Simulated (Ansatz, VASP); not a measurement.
# Two plane-wave programs on C

```xyz
2
Lattice="2.1273 -1.2283 0.0000 2.1273 1.2283 0.0000 -1.3791 0.0000 3.5028" Properties=species:S:1:pos:R:3 pbc="T T T"
C    -0.6699    0.0000    3.5025
C     3.5455    0.0000    0.0003
```

Alike in both runs: task relaxation of cell and atoms; functional PBE; dispersion D4; k mesh 13 × 13 × 8; occupations fermi-dirac, width 0.05 eV; no spin polarisation.

|  | VASP | Ansatz |
| --- | --- | --- |
| version | VASP 6.6.1 | Ansatz 0.2.0 |
| potentials or method | VASP PAW PBE potentials, release 64 (C) | Ansatz PAW |
| plane-wave cutoff (eV) | 600 | 420 |
| valence electrons in the cell | 8 | 8 |

|  | VASP | Ansatz | Ansatz less VASP |
| --- | --- | --- | --- |
| gap on the k mesh at the Fermi level, each at its own relaxed structure (eV) | 0.71 | 0.73 | +0.013 |
| relaxed volume (Å³/atom) | 8.72 | 8.76 | +0.048 |
| relaxed cell length with the largest relative difference (Å) | 3.604 | 3.633 | +0.0286 |

Noted on Ansatz's run: odd divisions of the mesh miss points on the zone boundary, where band edges often lie, so the gap on the mesh can be too wide; the plane-wave basis is chosen anew once the cell has moved, so the energies of steps on either side of that aren't comparable.
